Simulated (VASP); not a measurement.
# TlCl (Pm-3m) in VASP: single point with HSE06

Aim: the single point of TlCl with HSE06.

Program: VASP 6.6.1. These are calculated values, not measurements. Logs are shortened: lines on timing, memory, paths and dates and some standing lists are left out, and cuts for length are marked.

### 1 The cell of the first run

It takes space group Pm-3m (No. 221, cubic). Conventional cell: a = 3.839 Å, b = 3.839 Å, c = 3.839 Å, α = 90.00°, β = 90.00°, γ = 90.00°. Within 4.4 Å of Tl (site symmetry m-3m) lie 8 Cl at 3.32 Å and 6 Tl at 3.84 Å. Within 4.4 Å of Cl (site symmetry m-3m) lie 8 Tl at 3.32 Å and 6 Cl at 3.84 Å.

### 2 Single point, HSE06

POSCAR

```
TlCl
1.0
    3.8388256296      0.0000000000      0.0000000000
    0.0000000000      3.8388256296      0.0000000000
    0.0000000000      0.0000000000      3.8388256296
Tl Cl
1 1
Direct
    0.0000000000      0.0000000000      0.0000000000
    0.5000000000      0.5000000000      0.5000000000
```

INCAR.step1

```
SYSTEM = TlCl
ALGO = Normal
EDIFF = 1E-5
ENCUT = 400
GGA = PE
GGA_COMPAT = .FALSE.
ISIF = 2
ISMEAR = 0
LASPH = .TRUE.
LCHARG = .FALSE.
LREAL = .FALSE.
LWAVE = .TRUE.
NBANDS = 17
NELM = 120
PREC = Accurate
SIGMA = 0.01
```

INCAR.step2

```
SYSTEM = TlCl
ALGO = Normal
EDIFF = 1E-6
ENCUT = 400
GGA = PE
GGA_COMPAT = .FALSE.
HFSCREEN = 0.2079
ISIF = 2
ISMEAR = 0
ISTART = 1
LASPH = .TRUE.
LCHARG = .FALSE.
LHFCALC = .TRUE.
LREAL = .FALSE.
LWAVE = .FALSE.
NBANDS = 17
NELM = 120
PREC = Accurate
PRECFOCK = Normal
SIGMA = 0.01
```

KPOINTS

```
k-points
0
G
  4 4 4
  0 0 0
```

Potentials or basis: VASP PAW PBE potentials, release 64 (Tl_d, Cl).

Launch:

```sh
cat potpaw_PBE.64/Tl_d/POTCAR potpaw_PBE.64/Cl/POTCAR > POTCAR
cp INCAR.step1 INCAR
mpirun -np 1 vasp_std > vasp.out
cp INCAR.step2 INCAR
mpirun -np 1 vasp_std > vasp.out
```

OUTCAR:

```text
SYSTEM = TlCl
   EDIFF = 1E-6
   ENCUT = 400
   GGA = PE
   HFSCREEN = 0.2079
   ISIF = 2
   ISMEAR = 0
   ISTART = 1
   LASPH = .TRUE.
   LHFCALC = .TRUE.
   LREAL = .FALSE.
   NELM = 120
   PREC = Accurate
   PRECFOCK = Normal

 ion  position               nearest neighbor table
   1  0.000  0.000  0.000-   2 3.32   2 3.32   2 3.32   2 3.32   2 3.32   2 3.32   2 3.32   2 3.32

   2  0.500  0.500  0.500-   1 3.32   1 3.32   1 3.32   1 3.32   1 3.32   1 3.32   1 3.32   1 3.32

  LATTYP: Found a simple cubic cell.
 ALAT       =     3.8388256296

  Lattice vectors:

 A1 = (   3.8388256296,   0.0000000000,   0.0000000000)
 A2 = (   0.0000000000,   3.8388256296,   0.0000000000)
 A3 = (   0.0000000000,   0.0000000000,   3.8388256296)

Analysis of symmetry for initial positions (statically):
=====================================================================
 Subroutine PRICEL returns:
 Original cell was already a primitive cell.

 Routine SETGRP: Setting up the symmetry group for a
 simple cubic supercell.

 Subroutine GETGRP returns: Found 48 space group operations
 (whereof 48 operations were pure point group operations)
 out of a pool of 48 trial point group operations.

The static configuration has the point symmetry O_h .

Analysis of symmetry for dynamics (positions and initial velocities):
=====================================================================
 Subroutine PRICEL returns:
 Original cell was already a primitive cell.

 Routine SETGRP: Setting up the symmetry group for a
 simple cubic supercell.

 Subroutine GETGRP returns: Found 48 space group operations
 (whereof 48 operations were pure point group operations)
 out of a pool of 48 trial point group operations.

The dynamic configuration has the point symmetry O_h .

 Subroutine INISYM returns: Found 48 space group operations
 (whereof 48 operations are pure point group operations),
 and found     1 'primitive' translations

----------------------------------------------------------------------------------------

                                     Primitive cell

  volume of cell :      56.5712

  direct lattice vectors                    reciprocal lattice vectors
     3.838825630  0.000000000  0.000000000     0.260496333  0.000000000  0.000000000
     0.000000000  3.838825630  0.000000000     0.000000000  0.260496333  0.000000000
     0.000000000  0.000000000  3.838825630     0.000000000  0.000000000  0.260496333

  length of vectors
     3.838825630  3.838825630  3.838825630     0.260496333  0.260496333  0.260496333

  position of ions in fractional coordinates (direct lattice)
     0.000000000  0.000000000  0.000000000
     0.500000000  0.500000000  0.500000000

  ion indices of the primitive-cell ions
   primitive index   ion index
                 1           1
                 2           2

----------------------------------------------------------------------------------------

 KPOINTS: k-points

Automatic generation of k-mesh.
 Grid dimensions read from file:
 generate k-points for:    4    4    4

 Generating k-lattice:

  Cartesian coordinates                     Fractional coordinates (reciprocal lattice)
     0.065124083  0.000000000  0.000000000     0.250000000  0.000000000  0.000000000
     0.000000000  0.065124083  0.000000000     0.000000000  0.250000000  0.000000000
     0.000000000  0.000000000  0.065124083     0.000000000  0.000000000  0.250000000

  Length of vectors
     0.065124083  0.065124083  0.065124083

  Shift w.r.t. Gamma in fractional coordinates (k-lattice)
     0.000000000  0.000000000  0.000000000

 Subroutine IBZKPT returns following result:
 ===========================================

 Found     10 irreducible k-points:

 Following reciprocal coordinates:
            Coordinates               Weight
  0.000000  0.000000  0.000000      1.000000
  0.250000  0.000000  0.000000      6.000000
  0.500000  0.000000  0.000000      3.000000
  0.250000  0.250000  0.000000     12.000000
  0.500000  0.250000  0.000000     12.000000
  0.500000  0.500000  0.000000      3.000000
  0.250000  0.250000  0.250000      8.000000
  0.500000  0.250000  0.250000     12.000000
  0.500000  0.500000  0.250000      6.000000
  0.500000  0.500000  0.500000      1.000000
   k-points           NKPTS =     10   k-points in BZ     NKDIM =     64   number of bands    NBANDS=     17
   number of dos      NEDOS =    301   number of ions     NIONS =      2
   total plane-waves  NPLWV =  21952
   dimension x,y,z NGX =    28 NGY =   28 NGZ =   28
   dimension x,y,z NGXF=    56 NGYF=   56 NGZF=   56
   ions per type =               1   1
   NGX,Y,Z   is equivalent  to a cutoff of  12.13, 12.13, 12.13 a.u.
   NGXF,Y,Z  is equivalent  to a cutoff of  24.25, 24.25, 24.25 a.u.
 SYSTEM =  TlCl
   PREC   = accura    normal or accurate (medium, high low for compatibility)
   ISTART =      1    job   : 0-new  1-cont  2-samecut
   ICHARG =      0    charge: 1-file 2-atom 10-const
   ISPIN  =      1    spin polarized calculation?
   LNONCOLLINEAR =      F non collinear calculations
   LSORBIT =      F    spin-orbit coupling
   LASPH  =      T    aspherical Exc in radial PAW
   ENCUT  =  400.0 eV  29.40 Ry    5.42 a.u.   6.26  6.26  6.26*2*pi/ulx,y,z
   NELM   =    120;   NELMIN=  2; NELMDL=  0     # of ELM steps
   EDIFF  = 0.1E-05   stopping-criterion for ELM
   LREAL  =      F    real-space projection
   EDIFFG = 0.1E-04   stopping-criterion for IOM
   NSW    =      0    number of steps for IOM
   IBRION =     -1    ionic relax: 0-MD 1-quasi-New 2-CG
   NFREE  =      0    steps in history (QN), initial steepest desc. (CG)
   ISIF   =      2    stress and relaxation
   ISYM   =      3    0-nonsym 1-usesym 2-fastsym
   POTIM  = 0.5000    time-step for ionic-motion
   TEBEG  =    0.0;   TEEND  =   0.0 temperature during run
   PSTRESS=    0.0 pullay stress
   NELECT =      20.0000    total number of electrons
   NUPDOWN=      -1.0000    fix difference up-down
   EMIN   =  10.00;   EMAX   =-10.00  energy-range for DOS
   EFERMI =   0.00;   METHOD = LEGACY
   ISMEAR =     0;   SIGMA  =   0.01  broadening in eV -4-tet -1-fermi 0-gaus
   EFERMI_NEDOS =   21; number of points for ismear=-14 and -15
   IALGO  =     38    algorithm
   IMIX   =      1    mixing-type and parameters
     AMIX     =   0.40;   BMIX     =  1.00
     AMIX_MAG =   1.60;   BMIX_MAG =  1.00
  volume/ion in A,a.u.               =      28.29       190.88
  Fermi-wavevector in a.u.,A,eV,Ry     =   1.157586  2.187520 18.231867  1.340004
  Thomas-Fermi vector in A             =   2.294196
   LORBIT       =      0    0 simple, 1 ext, 2 COOP (PROOUT), +10 PAW based schemes
   GGA     = PE    functional components
   LHFCALC =     T    Hartree Fock is set to
   PRECFOCK=normal    Normal, Fast or Accurate (Low or Medium for compatibility)
   ENCUT4O =  -1.0   cutoff for four orbital integrals eV
   NKREDX  =     1    reduce k-point grid by
   NKREDY  =     1    reduce k-point grid by
   NKREDZ  =     1    reduce k-point grid by
   AEXX    =    0.2500 exact exchange contribution
   HFSCREEN=    0.2079 screening length (either q_TF or 0.3 A-1)
   HFSCREENC=   0.2079 screening length for correlation (either q_TF or 0.3 A-1)
   ENCUTFOCK=  -1.0 apply spherical cutoff to Coloumb kernel
   IVDW    =     0    specifies the selected vdW correction
   LEPSILON=     F    determine dielectric tensor
   LRPA    =     F    only Hartree local field effects (RPA)
 non-spin polarized calculation
 Gauss-broadening in eV      SIGMA  =   0.01
  energy-cutoff  :      400.00
  volume of cell :       56.57
 maximum number of plane-waves:      1064
 NGX is ok and might be reduce to    28
  NGX = 20; NGY = 20; NGZ = 20

 number of electron      19.9999993 magnetization

 Free energy of the ion-electron system (eV)
  ---------------------------------------------------
  ext. energy  EPLUGINS =         0.00000000
  ---------------------------------------------------
  free energy    TOTEN  =        -7.16456797 eV

  energy without entropy =       -7.16456797  energy(sigma->0) =       -7.16456797

 E-fermi :   2.1793     XC(G=0):  -7.5687

 val. band max:        2.1264539554   @ k =   0.5000   0.0000   0.0000
 cond. band min:       4.9790943167   @ k =   0.5000   0.0000   0.0000
 fundamental gap:      2.8526403613
 Fermi energy:         2.1792968043

 k-point     1 :       0.0000    0.0000    0.0000
  band No.  band energies     occupation
      1     -13.1728      2.00000
      2      -9.0697      2.00000
      3      -9.0697      2.00000
      4      -8.8350      2.00000
      5      -8.8350      2.00000
      6      -8.8350      2.00000
[... 9 lines left out ...]
     16      15.8649      0.00000
     17      17.6563      0.00000

 k-point     2 :       0.2500    0.0000    0.0000
  band No.  band energies     occupation
      1     -13.0439      2.00000
      2      -9.0629      2.00000
      3      -8.9825      2.00000
      4      -8.8759      2.00000
      5      -8.8759      2.00000
      6      -8.8314      2.00000
[... 9 lines left out ...]
     16      16.4298      0.00000
     17      17.5460      0.00000

 k-point     3 :       0.5000    0.0000    0.0000
  band No.  band energies     occupation
      1     -12.9061      2.00000
      2      -9.0560      2.00000
      3      -8.9161      2.00000
      4      -8.9161      2.00000
      5      -8.9007      2.00000
      6      -8.8278      2.00000
[... 9 lines left out ...]
     16      17.2669      0.00000
     17      17.6329      0.00000

 k-point     4 :       0.2500    0.2500    0.0000
  band No.  band energies     occupation
      1     -12.9480      2.00000
      2      -9.0191      2.00000
      3      -8.9247      2.00000
      4      -8.8839      2.00000
      5      -8.8726      2.00000
      6      -8.8637      2.00000
[... 9 lines left out ...]
     16      15.2129      0.00000
     17      15.5854      0.00000
[... 63 lines left out ...]
      1     -12.7696      2.00000
      2      -8.9651      2.00000
      3      -8.9126      2.00000
      4      -8.9095      2.00000
      5      -8.8719      2.00000
      6      -8.8200      2.00000
[... 9 lines left out ...]
     16      15.0726      0.00000
     17      18.8691      0.00000

 k-point     9 :       0.5000    0.5000    0.2500
  band No.  band energies     occupation
      1     -12.6879      2.00000
      2      -8.9554      2.00000
      3      -8.9554      2.00000
      4      -8.9292      2.00000
      5      -8.8648      2.00000
      6      -8.7593      2.00000
[... 9 lines left out ...]
     16      15.4964      0.00000
     17      19.5883      0.00000

 k-point    10 :       0.5000    0.5000    0.5000
  band No.  band energies     occupation
      1     -12.5791      2.00000
      2      -9.0163      2.00000
      3      -9.0163      2.00000
      4      -9.0163      2.00000
      5      -8.7573      2.00000
      6      -8.7573      2.00000
[... 9 lines left out ...]
     16      16.1935      0.00000
     17      20.6984      0.00000

------------------------ aborting loop because EDIFF is reached ----------------------------------------

  FORCE on cell =-STRESS in cart. coord.  units (eV):
  Direction    XX          YY          ZZ          XY          YZ          ZX
  --------------------------------------------------------------------------------------
  -------------------------------------------------------------------------------------
  Total        0.2913306      0.2913306      0.2913306      0.0000000      0.0000000      0.0000000
  in kB        8.2509033      8.2509033      8.2509033      0.0000000      0.0000000      0.0000000
  external PRESSURE =       8.2509033 kB  Pullay stress =       0.0000000 kB

 VOLUME and BASIS-vectors are now :
 -----------------------------------------------------------------------------
  energy-cutoff  :      400.00
  volume of cell :       56.57
      direct lattice vectors                 reciprocal lattice vectors
     3.838825630  0.000000000  0.000000000     0.260496333  0.000000000  0.000000000
     0.000000000  3.838825630  0.000000000     0.000000000  0.260496333  0.000000000
     0.000000000  0.000000000  3.838825630     0.000000000  0.000000000  0.260496333

 POSITION                                       TOTAL-FORCE (eV/Angst)
 -----------------------------------------------------------------------------------
      0.00000      0.00000      0.00000         0.000000      0.000000      0.000000
      1.91941      1.91941      1.91941         0.000000      0.000000      0.000000
 -----------------------------------------------------------------------------------
    total drift:                               -0.000001     -0.000001     -0.000001

  FREE ENERGIE OF THE ION-ELECTRON SYSTEM (eV)
  ---------------------------------------------------
  free  energy   TOTEN  =        -7.1645679707 eV

  energy  without entropy=       -7.1645679707  energy(sigma->0) =       -7.16456797
```

Run time: 4.3 min. Hardware: 1 thread of AMD EPYC 7R13 (Zen 3), shared host; peak memory 0.23 GiB.

Results:

- Free energy: -7.1646 eV
- Pressure: 0.8 GPa
- Band gap on the k mesh: 2.85 eV

Levels at points of the mesh, in eV from the valence-band top:
| k point | band 6 | band 7 | band 8 | band 9 | band 10 | band 11 | band 12 | band 13 | band 14 | band 15 |
| --- | --- | --- | --- | --- | --- | --- | --- | --- | --- | --- |
| (0.00, 0.00, 0.00) | -10.96 | -4.70 | -1.87 | -1.87 | -1.87 | 8.77 | 8.77 | 8.97 | 8.97 | 8.97 |
| (0.50, 0.00, 0.00) | -10.95 | -5.88 | -1.43 | -1.43 | 0.00 | 2.85 | 7.60 | 7.60 | 9.79 | 12.55 |
| (0.50, 0.50, 0.00) | -10.89 | -3.41 | -3.41 | -3.38 | -1.37 | 5.82 | 5.82 | 9.41 | 9.66 | 12.56 |
| (0.50, 0.50, 0.50) | -10.88 | -2.43 | -2.43 | -2.43 | -2.04 | 3.33 | 3.33 | 3.33 | 14.07 | 14.07 |

Caveat: the PAW data sets were made with another functional, which shifts forces and pressure a little; spin-orbit coupling is left out, which moves the levels of the heavy elements. A k mesh can miss the band edges.
